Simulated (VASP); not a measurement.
# Nd2As3W (P6/mmm) in VASP: a series of runs

Nd2As3W is run at these levels: PBE; tasks: single point, relaxation of cell and atoms.

Everything below comes from runs of VASP 6.6.1. Logs are shortened: lines on timing, memory, paths and dates and some standing lists are left out, and cuts for length are marked.

### Step 1. The cell of the first run

The structure is hexagonal, space group P6/mmm (No. 191). Conventional cell: a = 5.754 Å, b = 5.754 Å, c = 5.048 Å, α = 90.00°, β = 90.00°, γ = 120.00°. Within 4.0 Å of Nd (site symmetry -6m2) lie 6 As at 3.02 Å and 3 Nd at 3.32 Å and 3 W at 3.32 Å. As (site symmetry mmm) has 4 As at 2.88 Å and 4 Nd at 3.02 Å and 4 W at 3.83 Å within 3.9 Å. W (site symmetry 6/mmm) has 6 Nd at 3.32 Å and 12 As at 3.83 Å within 4.4 Å.

The cell was generated, and may not be a known phase.

### Step 2. Single point, PBE

Input file INCAR:

```
  ALGO = Normal
  EDIFF = 1E-7
  ENCUT = 520
  GGA = PE
  ISIF = 2
  ISMEAR = 0
  LASPH = True
  LCHARG = False
  LREAL = False
  LWAVE = False
  NBANDS = 38
  NELM = 80
  PREC = Accurate
  SIGMA = 0.1
```

Input file KPOINTS:

```
k-points
0
Gamma
  12 12 8
```

Input file POSCAR:

```
Nd2As3W
1.0
    5.7541362733      0.0000000000      0.0000000000
   -2.8770681367      4.9832281895      0.0000000000
    0.0000000000      0.0000000000      5.0480569575
Nd As W
2 3 1
Direct
    0.6666666667      0.3333333333      0.0000000000
    0.3333333333      0.6666666667      0.0000000000
    0.0000000000      0.5000000000      0.5000000000
    0.5000000000      0.5000000000      0.5000000000
    0.5000000000      0.0000000000      0.5000000000
    0.0000000000      0.0000000000      0.0000000000
```

Potentials or basis: VASP PAW PBE potentials, release 64 (Nd, As, W_sv).

The run is started by

```sh
$ cat potpaw_PBE.64/Nd/POTCAR potpaw_PBE.64/As/POTCAR potpaw_PBE.64/W_sv/POTCAR > POTCAR
$ mpirun -np 1 vasp_std > vasp.out
```

OUTCAR:

```text
EDIFF = 1E-7
   ENCUT = 520
   GGA = PE
   ISIF = 2
   ISMEAR = 0
   LASPH = True
   LREAL = False
   NELM = 80
   PREC = Accurate

 ion  position               nearest neighbor table
   1  0.667  0.333  0.000-   3 3.02   3 3.02   5 3.02   5 3.02   4 3.02   4 3.02   2 3.32   2 3.32
                             6 3.32   6 3.32   6 3.32   2 3.32
   2  0.333  0.667  0.000-   3 3.02   3 3.02   5 3.02   5 3.02   4 3.02   4 3.02   1 3.32   1 3.32
                             6 3.32   6 3.32   6 3.32   1 3.32
   3  0.000  0.500  0.500-   5 2.88   5 2.88   4 2.88   4 2.88   1 3.02   2 3.02   1 3.02   2 3.02

   4  0.500  0.500  0.500-   3 2.88   3 2.88   5 2.88   5 2.88   1 3.02   2 3.02   1 3.02   2 3.02

   5  0.500  0.000  0.500-   3 2.88   3 2.88   4 2.88   4 2.88   1 3.02   2 3.02   1 3.02   2 3.02

   6  0.000  0.000  0.000-   1 3.32   2 3.32   1 3.32   2 3.32   1 3.32   2 3.32

  LATTYP: Found a hexagonal cell.
 ALAT       =     5.7541362733
 C/A-ratio  =     0.8772918676

  Lattice vectors:

 A1 = (   5.7541362733,   0.0000000000,   0.0000000000)
 A2 = (  -2.8770681367,   4.9832281895,   0.0000000000)
 A3 = (   0.0000000000,   0.0000000000,   5.0480569575)

Analysis of symmetry for initial positions (statically):
=====================================================================
 Subroutine PRICEL returns:
 Original cell was already a primitive cell.

 Routine SETGRP: Setting up the symmetry group for a
 hexagonal supercell.

 Subroutine GETGRP returns: Found 24 space group operations
 (whereof 24 operations were pure point group operations)
 out of a pool of 24 trial point group operations.

The static configuration has the point symmetry D_6h.

Analysis of symmetry for dynamics (positions and initial velocities):
=====================================================================
 Subroutine PRICEL returns:
 Original cell was already a primitive cell.

 Routine SETGRP: Setting up the symmetry group for a
 hexagonal supercell.

 Subroutine GETGRP returns: Found 24 space group operations
 (whereof 24 operations were pure point group operations)
 out of a pool of 24 trial point group operations.

The dynamic configuration has the point symmetry D_6h.

 Subroutine INISYM returns: Found 24 space group operations
 (whereof 24 operations are pure point group operations),
 and found     1 'primitive' translations

----------------------------------------------------------------------------------------

                                     Primitive cell

  volume of cell :     144.7489

  direct lattice vectors                    reciprocal lattice vectors
     5.754136273  0.000000000  0.000000000     0.173788029  0.100336565  0.000000000
    -2.877068137  4.983228190  0.000000000     0.000000000  0.200673130  0.000000000
     0.000000000  0.000000000  5.048056958     0.000000000  0.000000000  0.198096022

  length of vectors
     5.754136273  5.754136273  5.048056958     0.200673130  0.200673130  0.198096022

  position of ions in fractional coordinates (direct lattice)
     0.666666667  0.333333333  0.000000000
     0.333333333  0.666666667  0.000000000
     0.000000000  0.500000000  0.500000000
     0.500000000  0.500000000  0.500000000
     0.500000000  0.000000000  0.500000000
     0.000000000  0.000000000  0.000000000

  ion indices of the primitive-cell ions
   primitive index   ion index
                 1           1
                 2           2
                 3           3
                 4           4
                 5           5
                 6           6

----------------------------------------------------------------------------------------

 KPOINTS: k-points

Automatic generation of k-mesh.
 Grid dimensions read from file:
 generate k-points for:   12   12    8

 Generating k-lattice:

  Cartesian coordinates                     Fractional coordinates (reciprocal lattice)
     0.014482336  0.008361380  0.000000000     0.083333333 -0.000000000  0.000000000
     0.000000000  0.016722761  0.000000000     0.000000000  0.083333333  0.000000000
     0.000000000  0.000000000  0.024762003     0.000000000  0.000000000  0.125000000

  Length of vectors
     0.016722761  0.016722761  0.024762003

  Shift w.r.t. Gamma in fractional coordinates (k-lattice)
     0.000000000  0.000000000  0.000000000

 Subroutine IBZKPT returns following result:
 ===========================================

 Found     95 irreducible k-points:

 Following reciprocal coordinates:
            Coordinates               Weight
  0.000000  0.000000  0.000000      1.000000
  0.083333  0.000000  0.000000      6.000000
  0.166667  0.000000  0.000000      6.000000
  0.250000  0.000000  0.000000      6.000000
  0.333333  0.000000  0.000000      6.000000
  0.416667  0.000000  0.000000      6.000000
[... 16 lines left out ...]
  0.250000  0.000000  0.125000     12.000000
  0.333333  0.000000  0.125000     12.000000
 [... further k-points ...]
   k-points           NKPTS =     95   k-points in BZ     NKDIM =     95   number of bands    NBANDS=     38
   number of dos      NEDOS =    301   number of ions     NIONS =      6
   total plane-waves  NPLWV =  92160
   dimension x,y,z NGX =    48 NGY =   48 NGZ =   40
   dimension x,y,z NGXF=    96 NGYF=   96 NGZF=   80
   ions per type =               2   3   1
   NGX,Y,Z   is equivalent  to a cutoff of  13.87, 13.87, 13.17 a.u.
   NGXF,Y,Z  is equivalent  to a cutoff of  27.74, 27.74, 26.35 a.u.
 SYSTEM =  unknown system
   PREC   = accura    normal or accurate (medium, high low for compatibility)
   ISTART =      0    job   : 0-new  1-cont  2-samecut
   ICHARG =      2    charge: 1-file 2-atom 10-const
   ISPIN  =      1    spin polarized calculation?
   LNONCOLLINEAR =      F non collinear calculations
   LSORBIT =      F    spin-orbit coupling
   LASPH  =      T    aspherical Exc in radial PAW
   ENCUT  =  520.0 eV  38.22 Ry    6.18 a.u.  10.70 10.70  9.39*2*pi/ulx,y,z
   NELM   =     80;   NELMIN=  2; NELMDL= -5     # of ELM steps
   EDIFF  = 0.1E-06   stopping-criterion for ELM
   LREAL  =      F    real-space projection
   EDIFFG = 0.1E-05   stopping-criterion for IOM
   NSW    =      0    number of steps for IOM
   IBRION =     -1    ionic relax: 0-MD 1-quasi-New 2-CG
   NFREE  =      0    steps in history (QN), initial steepest desc. (CG)
   ISIF   =      2    stress and relaxation
   ISYM   =      2    0-nonsym 1-usesym 2-fastsym
   POTIM  = 0.5000    time-step for ionic-motion
   TEBEG  =    0.0;   TEEND  =   0.0 temperature during run
   PSTRESS=    0.0 pullay stress
   NELECT =      57.0000    total number of electrons
   NUPDOWN=      -1.0000    fix difference up-down
   EMIN   =  10.00;   EMAX   =-10.00  energy-range for DOS
   EFERMI =   0.00;   METHOD = LEGACY
   ISMEAR =     0;   SIGMA  =   0.10  broadening in eV -4-tet -1-fermi 0-gaus
   EFERMI_NEDOS =   21; number of points for ismear=-14 and -15
   IALGO  =     38    algorithm
   IMIX   =      4    mixing-type and parameters
     AMIX     =   0.40;   BMIX     =  1.00
     AMIX_MAG =   1.60;   BMIX_MAG =  1.00
  volume/ion in A,a.u.               =      24.12       162.80
  Fermi-wavevector in a.u.,A,eV,Ry     =   1.199945  2.267568 19.590598  1.439868
  Thomas-Fermi vector in A             =   2.335794
   LORBIT       =      0    0 simple, 1 ext, 2 COOP (PROOUT), +10 PAW based schemes
   GGA     = PE    functional components
   LHFCALC =     F    Hartree Fock is set to
   AEXX    =    0.0000 exact exchange contribution
   IVDW    =     0    specifies the selected vdW correction
   LEPSILON=     F    determine dielectric tensor
   LRPA    =     F    only Hartree local field effects (RPA)
 non-spin polarized calculation
 Gauss-broadening in eV      SIGMA  =   0.10
  energy-cutoff  :      520.00
  volume of cell :      144.75
 maximum number of plane-waves:      3943
 NGX is ok and might be reduce to    48
   NGX = 21   NGY = 21   NGZ = 19

 number of electron      56.9999992 magnetization

 Free energy of the ion-electron system (eV)
  ---------------------------------------------------
  ext. energy  EPLUGINS =         0.00000000
  ---------------------------------------------------
  free energy    TOTEN  =       -35.25716939 eV

  energy without entropy =      -35.05614384  energy(sigma->0) =      -35.15665662

 E-fermi :   5.4771     XC(G=0): -10.5613

 val. band max:        5.4764584706   @ k =   0.3333   0.3333   0.2500
 cond. band min:       5.4771926882   @ k =   0.3333   0.1667   0.2500
 fundamental gap:      0.0007342176
 Fermi energy:         5.4771125567

 k-point     1 :       0.0000    0.0000    0.0000
  band No.  band energies     occupation
      1     -68.7666      2.00000
      2     -33.1286      2.00000
      3     -32.7818      2.00000
      4     -32.7818      2.00000
      5     -31.3191      2.00000
      6     -31.1170      2.00000
[... 30 lines left out ...]
     37       5.8758      0.00000
     38       5.8874      0.00000

 k-point     2 :       0.0833    0.0000    0.0000
  band No.  band energies     occupation
      1     -68.7665      2.00000
      2     -33.1286      2.00000
      3     -32.7822      2.00000
      4     -32.7819      2.00000
      5     -31.3157      2.00000
      6     -31.1201      2.00000
[... 30 lines left out ...]
     37       5.8371      0.00000
     38       5.9126      0.00000

 k-point     3 :       0.1667    0.0000    0.0000
  band No.  band energies     occupation
      1     -68.7665      2.00000
      2     -33.1286      2.00000
      3     -32.7830      2.00000
      4     -32.7819      2.00000
      5     -31.3060      2.00000
      6     -31.1292      2.00000
[... 30 lines left out ...]
     37       5.8232      0.00000
     38       5.8876      0.00000

 k-point     4 :       0.2500    0.0000    0.0000
  band No.  band energies     occupation
      1     -68.7665      2.00000
      2     -33.1286      2.00000
      3     -32.7841      2.00000
      4     -32.7819      2.00000
      5     -31.2911      2.00000
      6     -31.1432      2.00000
[... 30 lines left out ...]
     37       5.8057      0.00000
     38       5.8990      0.00000
[... 703 lines left out ...]
      4     -32.7819      2.00000
      5     -31.3058      2.00000
      6     -31.1289      2.00000
[... 30 lines left out ...]
     37       5.8204      0.00000
     38       5.9066      0.00000

 k-point    23 :       0.2500    0.0000    0.1250
  band No.  band energies     occupation
      1     -68.7665      2.00000
      2     -33.1286      2.00000
      3     -32.7840      2.00000
      4     -32.7819      2.00000
      5     -31.2909      2.00000
      6     -31.1429      2.00000
[... 30 lines left out ...]
     37       5.8047      0.00000
     38       5.9045      0.00000

 k-point    24 :       0.3333    0.0000    0.1250
  band No.  band energies     occupation
      1     -68.7665      2.00000
      2     -33.1286      2.00000
      3     -32.7851      2.00000
      4     -32.7819      2.00000
      5     -31.2729      2.00000
      6     -31.1600      2.00000
[... 30 lines left out ...]
     37       5.7918      0.00001
     38       5.8891      0.00000

 [... further k-points ...]

------------------------ aborting loop because EDIFF is reached ----------------------------------------

  FORCE on cell =-STRESS in cart. coord.  units (eV):
  Direction    XX          YY          ZZ          XY          YZ          ZX
  --------------------------------------------------------------------------------------
  -------------------------------------------------------------------------------------
  Total       -6.2657840     -6.2657840     -6.1213189      0.0000000      0.0000000      0.0000000
  in kB      -69.3538919    -69.3538919    -67.7548557      0.0000000      0.0000000      0.0000000
  external PRESSURE =     -68.8208798 kB  Pullay stress =       0.0000000 kB

 VOLUME and BASIS-vectors are now :
 -----------------------------------------------------------------------------
  energy-cutoff  :      520.00
  volume of cell :      144.75
      direct lattice vectors                 reciprocal lattice vectors
     5.754136273  0.000000000  0.000000000     0.173788029  0.100336565  0.000000000
    -2.877068137  4.983228190  0.000000000     0.000000000  0.200673130  0.000000000
     0.000000000  0.000000000  5.048056958     0.000000000  0.000000000  0.198096022

 POSITION                                       TOTAL-FORCE (eV/Angst)
 -----------------------------------------------------------------------------------
      2.87707      1.66108      0.00000         0.000000     -0.000000      0.000000
     -0.00000      3.32215      0.00000        -0.000000      0.000000      0.000000
     -1.43853      2.49161      2.52403         0.000000      0.000000      0.000000
      1.43853      2.49161      2.52403         0.000000      0.000000      0.000000
      2.87707      0.00000      2.52403         0.000000      0.000000      0.000000
      0.00000      0.00000      0.00000         0.000000      0.000000      0.000000
 -----------------------------------------------------------------------------------
    total drift:                               -0.000000      0.000000      0.000000

  FREE ENERGIE OF THE ION-ELECTRON SYSTEM (eV)
  ---------------------------------------------------
  free  energy   TOTEN  =       -35.2571693919 eV

  energy  without entropy=      -35.0561438435  energy(sigma->0) =      -35.15665662
```

Wall time 33 min (1 thread of AMD EPYC 7R13 (Zen 3), shared host); peak memory 0.62 GiB.

What came out:

| Item | Value |
| --- | --- |
| Free energy | -35.2572 eV |
| Pressure | -6.9 GPa |
| Band gap on the k mesh | zero (an odd number of electrons rules out a gap without spin polarisation) |

Caveat: the cell stands under tension; spin-orbit coupling is left out, which moves the levels of the heavy elements; an odd number of electrons without spin polarisation forces a metal; a magnetic or distorted state may lie lower; semilocal functionals describe open f shells poorly, which spoils levels, moments and volumes. Spin polarisation is off, so any magnetic state and its effect on volume and gap are missing.

### Step 3. Relaxation of cell and atoms, PBE

Input file INCAR:

```
SYSTEM = Nd2As3W
PREC = Accurate
ENCUT = 500
EDIFF = 1E-7
ISMEAR = 0
SIGMA = 0.1
LREAL = .False.
LASPH = .True.
NELM = 200
ALGO = Normal
ISIF = 3
LWAVE = .False.
LCHARG = .False.
GGA = PE
IBRION = 2
NSW = 100
EDIFFG = -0.01
GGA_COMPAT = .False.
NELMIN = 4
LMAXMIX = 6
```

Input file KPOINTS:

```
Automatic mesh
0
Gamma
  12 12 8
  0 0 0
```

POSCAR: that of step 2 with these lines changed.

```diff
@@ -2,5 +2,5 @@
 1.0
-    5.7541362733      0.0000000000      0.0000000000
-   -2.8770681367      4.9832281895      0.0000000000
-    0.0000000000      0.0000000000      5.0480569575
+    5.7466639155      0.0000000000      0.0000000000
+   -2.8733319578      4.9767569378      0.0000000000
+    0.0000000000      0.0000000000      5.0566398813
 Nd As W
```

Potentials or basis: VASP PAW PBE potentials, release 64 (Nd_3, As, W_sv), 4f in core.

The run is started by

```sh
$ cat potpaw_PBE.64/Nd_3/POTCAR potpaw_PBE.64/As/POTCAR potpaw_PBE.64/W_sv/POTCAR > POTCAR
$ mpirun -np 1 vasp_std > vasp.out
```

Run time: 23 min. Hardware: 1 thread of Intel Xeon Platinum 8488C (Sapphire Rapids), shared host; peak memory 0.54 GiB.

The run converged. Its results:

| Item | Value |
| --- | --- |
| Free energy | -34.0433 eV |
| Relaxed volume | 24.19 Å³/atom |
| Relaxed cell | a = 5.753 Å, b = 5.753 Å, c = 5.063 Å, α = 90.00°, β = 90.00°, γ = 120.00° |
| Space group after relaxing (to 0.1 Å) | P6/mmm (No. 191) |
| Energy gained by relaxing | 0.1 meV/atom |
| Ionic steps | 3 |
| Pressure after relaxing | 0.0 GPa |
| Band gap on the k mesh | zero (an odd number of electrons rules out a gap without spin polarisation) |

The path:
```
step  energy change (eV)  largest force (eV/Å)  pressure (GPa)  volume (Å³)
   1              0.0000                0.0000            0.27       144.62
   2             -0.0003                0.0000           -0.16       145.49
   3             -0.0005                0.0000            0.00       145.15
```

Final structure:
```yaml
crystal:
  lattice:
    - [5.75340, 0.00000, 0.00000]
    - [-2.87670, 4.98259, 0.00000]
    - [0.00000, 0.00000, 5.06336]
  atoms:
    - { symbol: Nd, position: [0.66667, 0.33333, 0.00000] }
    - { symbol: Nd, position: [0.33333, 0.66667, 0.00000] }
    - { symbol: As, position: [0.00000, 0.50000, 0.50000] }
    - { symbol: As, position: [0.50000, 0.50000, 0.50000] }
    - { symbol: As, position: [0.50000, 0.00000, 0.50000] }
    - { symbol: W, position: [0.00000, 0.00000, 0.00000] }
```

Levels at points of the mesh, in eV from the Fermi level:
| k point | band 22 | band 23 | band 24 | band 25 | band 26 | band 27 | band 28 | band 29 |
| --- | --- | --- | --- | --- | --- | --- | --- | --- |
| (0.00, 0.00, 0.00) | -2.52 | -0.72 | -0.68 | -0.68 | -0.02 | -0.02 | 1.25 | 1.25 |
| (0.50, 0.00, 0.00) | -1.50 | -1.39 | -1.21 | -0.79 | 0.23 | 0.30 | 0.33 | 0.63 |
| (0.00, 0.00, 0.50) | -1.30 | 0.16 | 0.16 | 0.23 | 0.27 | 0.27 | 0.56 | 0.56 |
| (0.50, 0.00, 0.50) | -1.22 | -1.19 | -1.19 | -0.71 | -0.46 | -0.01 | 0.16 | 0.40 |

Caveat: spin-orbit coupling is left out, which moves the levels of the heavy elements; the 4f electrons are frozen in the core, so they carry no moment and show no levels; an odd number of electrons without spin polarisation forces a metal; a magnetic or distorted state may lie lower. Spin polarisation is off, so any magnetic state and its effect on volume and gap are missing.
